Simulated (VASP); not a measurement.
The system is LiF.

```xyz
2
Lattice="0.0000 2.0140 2.0140 2.0140 0.0000 2.0140 2.0140 2.0140 0.0000" Properties=species:S:1:pos:R:3 pbc="T T T"
Li    0.0000    0.0000    0.0000
F     2.0140    2.0140    2.0140
```

Base run:

* Program: VASP 6.6.1
* Functional: RPBE
* Dispersion: D4
* Potentials or basis: VASP PAW PBE potentials, release 64 (Li_sv, F)
* Cutoff: 520 eV
* k mesh: 10 × 10 × 10
* Occupations: gaussian, width 0.05 eV
* Spin: no spin polarisation

Its results: band gap on the k mesh 9.35 eV, direct.

Question: The run is repeated on the same cell with these changes: functional from RPBE to PBE. What comes out?

Answer: Band gap on the k mesh 9.09 eV, direct.

A k mesh can miss the band edges.
